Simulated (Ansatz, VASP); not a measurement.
# One calculation of CuO, two programs

```
CELL_PARAMETERS angstrom
2.87950 0.00000 0.00000
0.03907 2.87928 0.00000
0.01750 0.01724 5.17634
ATOMIC_POSITIONS crystal
Cu 0.50000 0.00000 0.50000
Cu 0.00000 0.50000 0.00000
O 0.00158 0.99833 0.25011
O 0.99842 0.00167 0.74989
```

Alike in both runs: task single point; functional PBEsol; k mesh 14 × 14 × 8; occupations gaussian, width 0.1 eV; no spin polarisation.

```csv
,VASP,Ansatz
version,VASP 6.6.1,Ansatz 0.2.0
potentials or method,"VASP PAW PBE potentials, release 64 (Cu, O), cutoff 520 eV","scalar-relativistic, plane waves, PAW"
valence electrons in the cell,34,50
```

Ansatz gave:

* gap on the k mesh at the Fermi level (eV): none
* pressure (GPa): -2.0
* traceless stress, the component that is largest in VASP (GPa): -2.53
* rms of the force components (eV/Å): 0.005

What did VASP give for the same quantities?

gap on the k mesh at the Fermi level (eV): none; pressure (GPa): -1.3; traceless stress, the component that is largest in VASP (GPa): -2.22; rms of the force components (eV/Å): 0.005.

VASP's potentials were made for PBE, not for PBEsol. Atom by atom the forces differ by 0.001 eV/Å (rms over components). A gap of «none» marks a metal or a gap that the smearing closes. The functional is the same, so the differences come from potentials, cutoffs and numerics. VASP's potentials hold 34 valence electrons a cell and Ansatz's 50, so a difference there can come from the potentials and not from the codes.
